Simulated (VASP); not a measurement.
CdSe (Cadmoselite):

```
Cd Se
1.0
     4.24188    0.00000    0.00000
    -2.12094    3.67358    0.00000
     0.00000    0.00000    6.92512
Cd Se
2 2
Direct
  0.66667 0.33333 0.50000
  0.33333 0.66667 0.00000
  0.66667 0.33333 0.88500
  0.33333 0.66667 0.38500
```

Base run:

```yaml
Program: VASP 6.6.1
Functional: PBE exchange alone
Potentials_or_basis: VASP PAW PBE potentials, release 64 (Cd, Se)
Cutoff: 520 eV
k_mesh: 7 × 7 × 4
Occupations: fermi-dirac, width 0.05 eV
Spin: no spin polarisation
```

Its results: band gap on the k mesh 0.76 eV, direct; pressure 14.6 GPa; largest force 0.388 eV/Å.

Q: The run is repeated on the same cell with these changes: functional from PBE exchange alone to r2SCAN. What comes out?

A: Band gap on the k mesh 1.28 eV, direct; pressure 4.5 GPa; largest force 0.332 eV/Å.

Caveats: the PAW data sets were made with another functional, which shifts forces and pressure a little (some runs).

